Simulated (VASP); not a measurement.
The system is Hg5O3.

```
Hg O
1.0
    -3.39807    3.39807    3.39807
     3.39807   -3.39807    3.39807
     3.39807    3.39807   -3.39807
Hg O
5 3
Cartesian
  0.0000 0.0000 0.0000
  1.6990 1.6990 -1.6990
  1.6990 -1.6990 1.6990
  -1.6990 1.6990 1.6990
  1.6990 1.6990 1.6990
  3.3981 0.0000 0.0000
  0.0000 0.0000 3.3981
  0.0000 3.3981 0.0000
```

| Item | Value |
| --- | --- |
| Program | VASP 6.6.1 |
| Task | relaxation of cell and atoms |
| Functional | PBE |
| Potentials or basis | VASP PAW PBE potentials, release 64 (Hg, O) |
| Cutoff | 600 eV |
| k mesh | 4 × 4 × 4 |
| Occupations | gaussian, width 0.1 eV |
| Spin | no spin polarisation |

At the start: pressure -7.6 GPa; volume 19.62 Å³/atom.

**Question.** How do energy, volume and symmetry change on relaxing?

**Answer.** Over 3 steps the energy falls by 72.7 meV/atom and the volume is 17.01 Å³/atom (-13.3 %); space group Im-3m (No. 229, to 0.05 Å).

The path:
```csv
step,energy change (eV),largest force (eV/Å),pressure (GPa),volume (Å³)
1,0.0000,0.0000,-7.57,156.95
2,-0.5806,0.0000,-0.45,136.82
3,-0.5817,0.0000,-0.01,136.07
```

Final structure:
```
Hg O
1.0
    -3.24014    3.24014    3.24014
     3.24014   -3.24014    3.24014
     3.24014    3.24014   -3.24014
Hg O
5 3
Cartesian
  0.0000 0.0000 0.0000
  1.6201 1.6201 -1.6201
  1.6201 -1.6201 1.6201
  -1.6201 1.6201 1.6201
  1.6201 1.6201 1.6201
  3.2401 0.0000 0.0000
  0.0000 0.0000 3.2401
  0.0000 3.2401 0.0000
```
